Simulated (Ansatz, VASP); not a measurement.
**Two plane-wave programs on Pt**

```
Pt
1.0
    -0.29774    1.85594    1.85594
     1.85594   -0.29774    1.85594
     1.85594    1.85594   -0.29774
Pt
1
Direct
  0.00000 0.00000 0.00000
```

Change from the starting cell: equal engineering shear yz, xz and xy -0.1500, equal normal strain along x, y and z +0.0100.

Alike in both runs: task single point; functional PBE; k mesh 20 × 20 × 20; occupations gaussian, width 0.15 eV; no spin polarisation.

|  | VASP | Ansatz |
| --- | --- | --- |
| version | VASP 6.6.1 | Ansatz 0.2.0 |
| potentials or method | VASP PAW PBE potentials, release 64 (Pt), cutoff 520 eV | scalar-relativistic, plane waves, PAW |
| valence electrons in the cell | 10 | 18 |

Ansatz gave:

| Property | Result |
| --- | --- |
| gap on the k mesh at the Fermi level (eV) | none |
| pressure (GPa) | 9.2 |
| traceless stress, the component that is largest in VASP (GPa) | 9.48 |

What did VASP give for the same quantities?

gap on the k mesh at the Fermi level (eV): none; pressure (GPa): 8.6; traceless stress, the component that is largest in VASP (GPa): 9.40.

A gap of «none» marks a metal or a gap that the smearing closes. With one functional, cell and mesh, what is left measures potentials, basis and numerics. VASP's potentials hold 10 valence electrons a cell and Ansatz's 18, so a difference there can come from the potentials and not from the codes.

Neither program's run includes spin-orbit coupling.
